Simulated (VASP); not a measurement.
# In2GaP3 (P4/mmm) in VASP: relaxation of cell and atoms with PBE

Aim: the relaxation of cell and atoms of In2GaP3 with PBE.

Everything below comes from runs of VASP 6.6.1. Logs are shortened: lines on timing, memory, paths and dates and some standing lists are left out, and cuts for length are marked.

### Step 1. The cell of the first run

Symmetry: P4/mmm, No. 123, tetragonal system. Conventional cell: a = 3.951 Å, b = 3.951 Å, c = 9.824 Å, α = 90.00°, β = 90.00°, γ = 90.00°. Within 3.6 Å of In (site symmetry 4/mmm) lie 6 P at 2.71 to 2.79 Å. In (site symmetry 4/mmm) has 4 Ga at 2.79 Å and 8 P at 3.56 Å within 3.7 Å. Ga (site symmetry 4/mmm) has 2 P at 2.20 Å and 4 In at 2.79 Å within 2.9 Å. Within 2.9 Å of P (site symmetry 4mm) lie 1 Ga at 2.20 Å and 1 In at 2.71 Å. P (site symmetry 4/mmm) has 4 In at 2.79 Å within 3.7 Å.

The cell was generated, and may not be a known phase.

### Step 2. Relaxation of cell and atoms, PBE

The input, INCAR:

```
SYSTEM = In2GaP3
  PREC = Accurate
  ENCUT = 600
  EDIFF = 1E-6
  ISMEAR = 0
  SIGMA = 0.1
  LREAL = .False.
  LASPH = .True.
  NELM = 80
  ALGO = Normal
  ISIF = 3
  LWAVE = .False.
  LCHARG = .False.
  GGA = PE
  IBRION = 2
  NSW = 100
  EDIFFG = -0.01
```

The input, KPOINTS:

```
Automatic mesh
0
Gamma
  10 10 4
  0 0 0
```

The input, POSCAR:

```
In2GaP3
1.0
    3.9513074695      0.0000000000      0.0000000000
    0.0000000000      3.9513074695      0.0000000000
    0.0000000000      0.0000000000      9.8240440168
In Ga P
2 1 3
Direct
    0.0000000000      0.0000000000      0.5000000000
    0.5000000000      0.5000000000      0.0000000000
    0.0000000000      0.0000000000      0.0000000000
    0.0000000000      0.0000000000      0.2238353770
    0.0000000000      0.0000000000      0.7761646230
    0.5000000000      0.5000000000      0.5000000000
```

Potentials or basis: VASP PAW PBE potentials, release 64 (In_d, Ga_d, P).

Run with:

```bash
cat potpaw_PBE.64/In_d/POTCAR potpaw_PBE.64/Ga_d/POTCAR potpaw_PBE.64/P/POTCAR > POTCAR
mpirun -np 1 vasp_std > vasp.out
```

OUTCAR:

```text
SYSTEM = In2GaP3
   PREC = Accurate
   ENCUT = 600
   EDIFF = 1E-6
   ISMEAR = 0
   LREAL = .False.
   LASPH = .True.
   NELM = 80
   ISIF = 3
   GGA = PE
   IBRION = 2
   NSW = 100
   EDIFFG = -0.01

 ion  position               nearest neighbor table
   1  0.000  0.000  0.500-   4 2.71   5 2.71   6 2.79   6 2.79   6 2.79   6 2.79
   2  0.500  0.500  0.000-   3 2.79   3 2.79   3 2.79   3 2.79
   3  0.000  0.000  0.000-   4 2.20   5 2.20   2 2.79   2 2.79   2 2.79   2 2.79
   4  0.000  0.000  0.224-   3 2.20   1 2.71
   5  0.000  0.000  0.776-   3 2.20   1 2.71
   6  0.500  0.500  0.500-   1 2.79   1 2.79   1 2.79   1 2.79

  LATTYP: Found a simple tetragonal cell.
 ALAT       =     3.9513074695
 C/A-ratio  =     2.4862767812

  Lattice vectors:

 A1 = (   3.9513074695,   0.0000000000,   0.0000000000)
 A2 = (   0.0000000000,   3.9513074695,   0.0000000000)
 A3 = (   0.0000000000,   0.0000000000,   9.8240440168)

Analysis of symmetry for initial positions (statically):
=====================================================================
 Subroutine PRICEL returns:
 Original cell was already a primitive cell.

 Routine SETGRP: Setting up the symmetry group for a
 simple tetragonal supercell.

 Subroutine GETGRP returns: Found 16 space group operations
 (whereof 16 operations were pure point group operations)
 out of a pool of 16 trial point group operations.

The static configuration has the point symmetry D_4h.

Analysis of symmetry for dynamics (positions and initial velocities):
=====================================================================
 Subroutine PRICEL returns:
 Original cell was already a primitive cell.

 Routine SETGRP: Setting up the symmetry group for a
 simple tetragonal supercell.

 Subroutine GETGRP returns: Found 16 space group operations
 (whereof 16 operations were pure point group operations)
 out of a pool of 16 trial point group operations.

The dynamic configuration has the point symmetry D_4h.

 Subroutine INISYM returns: Found 16 space group operations
 (whereof 16 operations are pure point group operations),
 and found     1 'primitive' translations

----------------------------------------------------------------------------------------

                                     Primitive cell

  volume of cell :     153.3811

  direct lattice vectors                    reciprocal lattice vectors
     3.951307470  0.000000000  0.000000000     0.253080786  0.000000000  0.000000000
     0.000000000  3.951307470  0.000000000     0.000000000  0.253080786  0.000000000
     0.000000000  0.000000000  9.824044017     0.000000000  0.000000000  0.101791075

  length of vectors
     3.951307470  3.951307470  9.824044017     0.253080786  0.253080786  0.101791075

  position of ions in fractional coordinates (direct lattice)
     0.000000000  0.000000000  0.500000000
     0.500000000  0.500000000  0.000000000
     0.000000000  0.000000000  0.000000000
     0.000000000  0.000000000  0.223835377
     0.000000000  0.000000000  0.776164623
     0.500000000  0.500000000  0.500000000

  ion indices of the primitive-cell ions
   primitive index   ion index
                 1           1
                 2           2
                 3           3
                 4           4
                 5           5
                 6           6

----------------------------------------------------------------------------------------

 KPOINTS: Automatic mesh

Automatic generation of k-mesh.
 Grid dimensions read from file:
 generate k-points for:   10   10    4

 Generating k-lattice:

  Cartesian coordinates                     Fractional coordinates (reciprocal lattice)
     0.025308079  0.000000000  0.000000000     0.100000000  0.000000000  0.000000000
     0.000000000  0.025308079  0.000000000     0.000000000  0.100000000  0.000000000
     0.000000000  0.000000000  0.025447769     0.000000000  0.000000000  0.250000000

  Length of vectors
     0.025308079  0.025308079  0.025447769

  Shift w.r.t. Gamma in fractional coordinates (k-lattice)
     0.000000000  0.000000000  0.000000000

 Subroutine IBZKPT returns following result:
 ===========================================

 Found     63 irreducible k-points:

 Following reciprocal coordinates:
            Coordinates               Weight
  0.000000  0.000000  0.000000      1.000000
  0.100000  0.000000  0.000000      4.000000
  0.200000  0.000000  0.000000      4.000000
  0.300000  0.000000  0.000000      4.000000
  0.400000  0.000000  0.000000      4.000000
  0.500000  0.000000  0.000000      2.000000
[... 16 lines left out ...]
  0.100000  0.000000  0.250000      8.000000
  0.200000  0.000000  0.250000      8.000000
 [... further k-points ...]
   k-points           NKPTS =     63   k-points in BZ     NKDIM =     63   number of bands    NBANDS=     32
   number of dos      NEDOS =    301   number of ions     NIONS =      6
   total plane-waves  NPLWV =  81920
   dimension x,y,z NGX =    32 NGY =   32 NGZ =   80
   dimension x,y,z NGXF=    64 NGYF=   64 NGZF=  160
   ions per type =               2   1   3
   NGX,Y,Z   is equivalent  to a cutoff of  13.46, 13.46, 13.54 a.u.
   NGXF,Y,Z  is equivalent  to a cutoff of  26.93, 26.93, 27.08 a.u.
 SYSTEM =  In2GaP3
   PREC   = accura    normal or accurate (medium, high low for compatibility)
   ISTART =      0    job   : 0-new  1-cont  2-samecut
   ICHARG =      2    charge: 1-file 2-atom 10-const
   ISPIN  =      1    spin polarized calculation?
   LNONCOLLINEAR =      F non collinear calculations
   LSORBIT =      F    spin-orbit coupling
   LASPH  =      T    aspherical Exc in radial PAW
   ENCUT  =  600.0 eV  44.10 Ry    6.64 a.u.   7.89  7.89 19.62*2*pi/ulx,y,z
   NELM   =     80;   NELMIN=  2; NELMDL= -5     # of ELM steps
   EDIFF  = 0.1E-05   stopping-criterion for ELM
   LREAL  =      F    real-space projection
   EDIFFG = -.1E-01   stopping-criterion for IOM
   NSW    =    100    number of steps for IOM
   IBRION =      2    ionic relax: 0-MD 1-quasi-New 2-CG
   NFREE  =      1    steps in history (QN), initial steepest desc. (CG)
   ISIF   =      3    stress and relaxation
   ISYM   =      2    0-nonsym 1-usesym 2-fastsym
   POTIM  = 0.5000    time-step for ionic-motion
   TEBEG  =    0.0;   TEEND  =   0.0 temperature during run
   PSTRESS=    0.0 pullay stress
   NELECT =      54.0000    total number of electrons
   NUPDOWN=      -1.0000    fix difference up-down
   EMIN   =  10.00;   EMAX   =-10.00  energy-range for DOS
   EFERMI =   0.00;   METHOD = LEGACY
   ISMEAR =     0;   SIGMA  =   0.10  broadening in eV -4-tet -1-fermi 0-gaus
   EFERMI_NEDOS =   21; number of points for ismear=-14 and -15
   IALGO  =     38    algorithm
   IMIX   =      4    mixing-type and parameters
     AMIX     =   0.40;   BMIX     =  1.00
     AMIX_MAG =   1.60;   BMIX_MAG =  1.00
  volume/ion in A,a.u.               =      25.56       172.51
  Fermi-wavevector in a.u.,A,eV,Ry     =   1.155976  2.184478 18.181196  1.336280
  Thomas-Fermi vector in A             =   2.292600
   LORBIT       =      0    0 simple, 1 ext, 2 COOP (PROOUT), +10 PAW based schemes
   GGA     = PE    functional components
   LHFCALC =     F    Hartree Fock is set to
   AEXX    =    0.0000 exact exchange contribution
   IVDW    =     0    specifies the selected vdW correction
   LEPSILON=     F    determine dielectric tensor
   LRPA    =     F    only Hartree local field effects (RPA)
 conjugate gradient relaxation of ions
 non-spin polarized calculation
 Gauss-broadening in eV      SIGMA  =   0.10
  energy-cutoff  :      600.00
  volume of cell :      153.38
 maximum number of plane-waves:      5158
 NGX is ok and might be reduce to    32
   NGX = 15   NGY = 15   NGZ = 39

--------------------------------------- Ionic step        1  -------------------------------------------

 number of electron      53.9999981 magnetization

 Free energy of the ion-electron system (eV)
  ---------------------------------------------------
  ext. energy  EPLUGINS =         0.00000000
  ---------------------------------------------------
  free energy    TOTEN  =       -19.95360187 eV

  energy without entropy =      -19.92919026  energy(sigma->0) =      -19.94139607

------------------------ aborting loop because EDIFF is reached ----------------------------------------

  FORCE on cell =-STRESS in cart. coord.  units (eV):
  Direction    XX          YY          ZZ          XY          YZ          ZX
  --------------------------------------------------------------------------------------
  -------------------------------------------------------------------------------------
  Total       -0.5420358     -0.5420358      0.9404037      0.0000000      0.0000000     -0.0000000
  in kB       -5.6619578     -5.6619578      9.8231995      0.0000000      0.0000000     -0.0000000
  external PRESSURE =      -0.5002387 kB  Pullay stress =       0.0000000 kB
[... 305 lines left out ...]
  energy  without entropy=      -19.9419461223  energy(sigma->0) =      -19.95306965

--------------------------------------- Ionic step        9  -------------------------------------------

 number of electron      53.9999974 magnetization

 Free energy of the ion-electron system (eV)
  ---------------------------------------------------
  ext. energy  EPLUGINS =         0.00000000
  ---------------------------------------------------
  free energy    TOTEN  =       -19.96439699 eV

  energy without entropy =      -19.94228434  energy(sigma->0) =      -19.95334066

 E-fermi :   4.4051     XC(G=0):  -9.3503

 val. band max:        4.3812878722   @ k =   0.1000   0.1000   0.5000
 cond. band min:       4.4067695712   @ k =   0.2000   0.0000   0.2500
 fundamental gap:      0.0254816990
 Fermi energy:         4.4051498400

 k-point     1 :       0.0000    0.0000    0.0000
  band No.  band energies     occupation
      1     -10.9785      2.00000
      2     -10.9322      2.00000
      3     -10.8064      2.00000
      4     -10.6518      2.00000
      5     -10.6518      2.00000
      6     -10.1896      2.00000
[... 829 lines left out ...]
     31       7.0439      0.00000
     32       7.6081      0.00000

 [... further k-points ...]

------------------------ aborting loop because EDIFF is reached ----------------------------------------

  FORCE on cell =-STRESS in cart. coord.  units (eV):
  Direction    XX          YY          ZZ          XY          YZ          ZX
  --------------------------------------------------------------------------------------
  -------------------------------------------------------------------------------------
  Total       -0.0170716     -0.0170716      0.0377163      0.0000000      0.0000000     -0.0000000
  in kB       -0.1803494     -0.1803494      0.3984470      0.0000000      0.0000000     -0.0000000
  external PRESSURE =       0.0125827 kB  Pullay stress =       0.0000000 kB
[... 21 lines left out ...]
  FREE ENERGIE OF THE ION-ELECTRON SYSTEM (eV)
  ---------------------------------------------------
  free  energy   TOTEN  =       -19.9643969902 eV

  energy  without entropy=      -19.9422843388  energy(sigma->0) =      -19.95334066

 reached required accuracy - stopping structural energy minimisation
```

Run time: 12 min. Hardware: 1 thread of Intel Xeon 6975P-C (Granite Rapids), shared host; peak memory 0.53 GiB.

What came out:

```yaml
Free_energy: -19.9644 eV
Relaxed_volume: 25.28 Å³/atom
Relaxed_cell: a = 3.925 Å, b = 3.925 Å, c = 9.842 Å, α = 90.00°, β = 90.00°, γ = 90.00°
Space_group_after_relaxing_to_0.1_Å: P4/mmm (No. 123)
Energy_gained_by_relaxing: 1.8 meV/atom
Ionic_steps: 9
Pressure_after_relaxing: 0.0 GPa
Largest_force_after_relaxing: 0.003 eV/Å
Band_gap_on_the_k_mesh: zero (bands 27 and 28 overlap by 1.95 eV)
```

Forces in eV/Å, atoms in the order of the input:
```
In   0.000  0.000  0.000
In   0.000  0.000  0.000
Ga   0.000  0.000  0.000
P    0.000  0.000  0.003
P    0.000  0.000 -0.003
P    0.000  0.000  0.000
```

The path:
```csv
step,energy change (eV),largest force (eV/Å),pressure (GPa),volume (Å³)
1,0.0000,0.2740,-0.05,153.38
2,-0.0087,0.0028,-0.39,153.20
3,-0.0087,0.0189,-0.36,153.21
4,-0.0104,0.0323,-0.06,151.94
5,-0.0104,0.0369,0.08,151.48
6,-0.0104,0.0352,0.03,151.68
7,-0.0104,0.0344,0.02,151.75
8,-0.0106,0.0269,0.01,151.73
9,-0.0108,0.0031,0.00,151.66
```

Final structure:
```
In Ga P
1.0
     3.92541    0.00000    0.00000
     0.00000    3.92541    0.00000
     0.00000    0.00000    9.84239
In Ga P
2 1 3
Direct
  0.00000 0.00000 0.50000
  0.50000 0.50000 0.00000
  0.00000 0.00000 0.00000
  0.00000 0.00000 0.22620
  0.00000 0.00000 0.77380
  0.50000 0.50000 0.50000
```

Caveat: spin-orbit coupling is left out, which moves the levels of the heavy elements.

The gap in the log of VASP goes by the Fermi energy; the results here count the filled bands.